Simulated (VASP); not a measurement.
A run of VASP 6.6.1:

The input INCAR:

```
SYSTEM = SnTe
PREC     = Accurate       ! precision mode
ENCUT    = 600            ! plane-wave cutoff, eV
EDIFF    = 1E-6           ! SCF threshold, eV
ISMEAR   = -1             ! smearing method
SIGMA    = 0.02           ! smearing width, eV
LREAL    = .False.        ! projectors in reciprocal space
LASPH    = .True.         ! aspherical terms in the spheres
NELM     = 80             ! most SCF steps
ALGO     = Normal         ! electronic algorithm
ISIF     = 3              ! what is computed and relaxed
LWAVE    = .False.        ! write WAVECAR
LCHARG   = .False.        ! write CHGCAR
GGA      = PE             ! functional
IBRION   = 2              ! ionic algorithm
NSW      = 80             ! ionic steps
EDIFFG   = -0.005         ! ionic threshold
```

File KPOINTS:

```
Automatic mesh
0
Gamma
  6 6 6
  0 0 0
```

POSCAR

```
SnTe
1.0
    3.5978875289      0.0000000000      0.0000000000
    0.0000000000      3.5978875289      0.0000000000
    0.0000000000      0.0000000000      3.5978875289
Sn Te
1 1
Direct
    0.0000000000      0.0000000000      0.0000000000
    0.5000000000      0.5000000000      0.5000000000
```

Potentials or basis: VASP PAW PBE potentials, release 64 (Sn_d, Te).

The run is started by

```console
$ cat potpaw_PBE.64/Sn_d/POTCAR potpaw_PBE.64/Te/POTCAR > POTCAR
$ mpirun -np 1 vasp_std > vasp.out
```

Hardware: 1 thread of AMD EPYC 7R13, with other jobs on the host.

Q: Estimate the wall time of this run.

A: Run time: 100 s on 1 thread of AMD EPYC 7R13, with other jobs on the host, peak memory 0.15 GiB. Counts: scf iterations 42, k points 20, ion steps 5.
